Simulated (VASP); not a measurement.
Re, 1 atom in the cell. It takes space group I4/mmm (No. 139, tetragonal). The conventional cell has a = 2.976 Å, b = 2.976 Å, c = 3.606 Å, α = 90.00°, β = 90.00°, γ = 90.00°. Within 3.7 Å of Re (site symmetry 4/mmm) lie 14 Re at 2.77 to 3.61 Å.  This cell differs from its parent crystal: volume 15.967 Å^3 an atom, c/a of the conventional cell 0.8569.

- Program: VASP 6.6.1
- Task: single point
- Functional: PBE
- Potentials or basis: VASP PAW PBE potentials, release 64 (Re)
- Cutoff: 520 eV
- k mesh: 10 × 10 × 10
- Occupations: gaussian, width 0.15 eV
- Spin: no spin polarisation
- Dipole correction: no
- Further INCAR settings: ALGO = Fast; EDIFF = 1e-07; NBANDS = 10

Potentials or basis: VASP PAW PBE potentials, release 64 (Re).

The run is started by

```sh
$ cat potpaw_PBE.64/Re/POTCAR > POTCAR
$ mpirun -np 1 vasp_std > vasp.out
```

Hardware: 1 thread of Intel Xeon 8259CL, on a shared host.

Task: How long does it take, and how much memory?

Result: It took 36 s on 1 thread of Intel Xeon 8259CL, with other jobs on the host, peak memory 0.15 GiB. Counts: scf iterations 15, k points 102.
